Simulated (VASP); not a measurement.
Write the native input for VASP 6.6.1 that does the following.

| Item | Value |
| --- | --- |
| Task | single point |
| Functional | PBEsol |
| Potentials or basis | VASP PAW PBE potentials, release 64 (Cd, S) |
| Cutoff | 520 eV |
| k mesh | 8 × 8 × 8 |
| Occupations | gaussian, width 0.01 eV |
| Spin | no spin polarisation |
| Dipole correction | no |
| Further INCAR settings | ALGO = Normal; EDIFF = 1e-06; NBANDS = 16 |

The structure of CdS (Hawleyite) lies in POSCAR:

```
CdS
1.0
    2.9268474932      2.9268474932      0.0000000000
   -2.9268474932      2.9268474932      0.0000000000
    0.0000000000      2.9268474932      2.8903533919
Cd S
1 1
Direct
    0.0000000000      0.0000000000      0.0000000000
    0.7500000000      0.2500000000      0.5000000000
```

This cell differs from its parent crystal: in-plane strain +0.005, then relaxed in part.

These files were run (other wordings do the same):

INCAR

```
ALGO     = Normal         # electronic algorithm
EDIFF    = 1E-6           # SCF threshold, eV
ENCUT    = 520            # plane-wave cutoff, eV
GGA      = PS             # functional
ISIF     = 2              # what is computed and relaxed
ISMEAR   = 0              # smearing method
LASPH    = True           # aspherical terms in the spheres
LCHARG   = False          # write CHGCAR
LREAL    = False          # projectors in reciprocal space
LWAVE    = False          # write WAVECAR
NBANDS   = 16             # bands
NELM     = 60             # most SCF steps
PREC     = Accurate       # precision mode
SIGMA    = 0.01           # smearing width, eV
```

KPOINTS

```
k-points
0
Gamma
  8 8 8
```

Potentials or basis: VASP PAW PBE potentials, release 64 (Cd, S).

Launch:

```console
$ cat potpaw_PBE.64/Cd/POTCAR potpaw_PBE.64/S/POTCAR > POTCAR
$ mpirun -np 1 vasp_std > vasp.out
```

Results of the run:

| Item | Value |
| --- | --- |
| Pressure | 0.2 GPa |
| Band gap on the k mesh | 0.99 eV, direct |

Caveat: the cell differs from its parent crystal (in-plane strain +0.005, then relaxed in part); the PAW data sets were made with another functional, which shifts forces and pressure a little.

Wall time 18 s on 1 thread of Intel(R) Xeon(R) Platinum 8488C (Sapphire Rapids) (shared host), peak memory 0.2 GiB.
